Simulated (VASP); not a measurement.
A run of VASP 6.6.1 is set up as follows.

File INCAR:

```
SYSTEM = B
ALGO     = Normal         ! electronic algorithm
EDIFF    = 1E-6           ! SCF threshold, eV
ENCUT    = 520            ! plane-wave cutoff, eV
GGA      = CA             ! functional
ISIF     = 2              ! what is computed and relaxed
ISMEAR   = -1             ! smearing method
LASPH    = .TRUE.         ! aspherical terms in the spheres
LCHARG   = .TRUE.         ! write CHGCAR
LELF     = .TRUE.         ! ELF
LREAL    = Auto         
LVHAR    = .TRUE.       
LWAVE    = .FALSE.        ! write WAVECAR
NBANDS   = 36             ! bands
NELM     = 100            ! most SCF steps
PREC     = Accurate       ! precision mode
SIGMA    = 0.1            ! smearing width, eV
```

The input KPOINTS:

```
k-points
0
G
  6 6 6
  0 0 0
```

File POSCAR:

```
B
1.0
    2.7911411300      1.6114673800      4.0167684200
   -2.7911411300      1.6114673800      4.0167684200
    0.0000000000     -3.2229347500      4.0167684200
B
15
Direct
    0.5000000000      0.5000000000      0.5000000000
    0.8039000000      0.3161000000      0.8039000000
    0.8039000000      0.8039000000      0.3161000000
    0.3161000000      0.8039000000      0.8039000000
    0.1961000000      0.6839000000      0.1961000000
    0.6839000000      0.1961000000      0.1961000000
    0.1961000000      0.1961000000      0.6839000000
    0.0060000000      0.3295000000      0.0060000000
    0.0060000000      0.0060000000      0.3295000000
    0.3295000000      0.0060000000      0.0060000000
    0.9940000000      0.6705000000      0.9940000000
    0.6705000000      0.9940000000      0.9940000000
    0.9940000000      0.9940000000      0.6705000000
    0.6192000000      0.6192000000      0.6192000000
    0.3808000000      0.3808000000      0.3808000000
```

Potentials or basis: VASP PAW LDA potentials, release 64 (B).

Command:

```sh
$ cat potpaw_LDA.64/B/POTCAR > POTCAR
$ mpirun -np 1 vasp_std > vasp.out
```

**Question.** Estimate the largest force.

**Answer.** 4.929 eV/Å.

**Question.** What does it give for the pressure?

**Answer.** 15.3 GPa.

Forces in eV/Å, atoms in the order of the input:
```
B    0.000  0.000  0.000
B    1.388 -0.802 -0.464
B    0.000  1.603 -0.464
B   -1.388 -0.802 -0.464
B   -1.388  0.802  0.464
B    1.388  0.802  0.464
B    0.000 -1.603  0.464
B   -0.116  0.067 -0.172
B    0.000 -0.133 -0.172
B    0.116  0.067 -0.172
B    0.116 -0.067  0.172
B   -0.116 -0.067  0.172
B    0.000  0.133  0.172
B    0.000  0.000  4.929
B    0.000  0.000 -4.929
```

Caveat: forces of over 1 eV/Å act on the atoms, so gaps and moduli don't describe the material at rest.
